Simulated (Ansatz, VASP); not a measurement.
Ir in VASP and in Ansatz

```
CELL_PARAMETERS angstrom
0.00000 1.94621 1.94621
1.94621 0.00000 1.94621
1.94621 1.94621 0.00000
ATOMIC_POSITIONS crystal
Ir 0.00000 0.00000 0.00000
```

Alike in both runs: functional RPBE; k mesh 8 × 8 × 8; occupations gaussian, width 0.1 eV; no spin polarisation.

Ansatz relaxed the structure, and its values are those at the end. VASP's run is a single point on that final structure, the one shown.

|  | VASP | Ansatz |
| --- | --- | --- |
| version | VASP 6.6.1 | Ansatz 0.2.0 |
| potentials or method | VASP PAW PBE potentials, release 64 (Ir), cutoff 520 eV | scalar-relativistic, plane waves, PAW |
| valence electrons in the cell | 9 | 17 |

|  | VASP | Ansatz | Ansatz less VASP |
| --- | --- | --- | --- |
| gap on the k mesh at the Fermi level (eV) | none | none | - |
| pressure (GPa) | 0.0 | -0.3 | -0.32 |

VASP's potentials were made for PBE, not for RPBE. A gap of «none» marks a metal or a gap that the smearing closes. With one functional, cell and mesh, what is left measures potentials, basis and numerics. VASP's potentials hold 9 valence electrons a cell and Ansatz's 17, so a difference there can come from the potentials and not from the codes.

Neither program's run includes spin-orbit coupling.
